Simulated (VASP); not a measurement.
Input of a VASP 6.6.1 run:

INCAR

```
SYSTEM = InSb
PREC     = Accurate       ! precision mode
ENCUT    = 520            ! plane-wave cutoff, eV
EDIFF    = 1E-7           ! SCF threshold, eV
ISMEAR   = 0              ! smearing method
SIGMA    = 0.15           ! smearing width, eV
LREAL    = .FALSE.        ! projectors in reciprocal space
LASPH    = .TRUE.         ! aspherical terms in the spheres
NELM     = 60             ! most SCF steps
ALGO     = Normal         ! electronic algorithm
ISIF     = 2              ! what is computed and relaxed
LWAVE    = .FALSE.        ! write WAVECAR
LCHARG   = .FALSE.        ! write CHGCAR
GGA      = PE             ! functional
NBANDS   = 16             ! bands
```

KPOINTS

```
regular mesh
0
G
  12 12 12
  0 0 0
```

POSCAR

```
InSb
1.0
    0.0000000000      3.2391000000      3.2391000000
    3.5630100000      0.0000000000      3.2391000000
    3.5630100000      3.2391000000      0.0000000000
In Sb
1 1
Direct
    0.0000000000      0.0000000000      0.0000000000
    0.7500000000      0.7500000000      0.7500000000
```

Potentials or basis: VASP PAW PBE potentials, release 64 (In_d, Sb).

Command:

```sh
$ cat potpaw_PBE.64/In_d/POTCAR potpaw_PBE.64/Sb/POTCAR > POTCAR
$ mpirun -np 1 vasp_std > vasp.out
```

(1) Predict the band gap on the k mesh.

(2) Predict the pressure.

## Answers

(1) zero (filled and empty bands touch).

(2) -0.9 GPa.

Caveat: the cell differs from its parent crystal (strain +0.1000 x Voigt [1, 0, 0, 0, 0, 0]); semilocal functionals underestimate gaps, so a narrow gap can read as zero; spin-orbit coupling is left out, which moves the levels of the heavy elements.
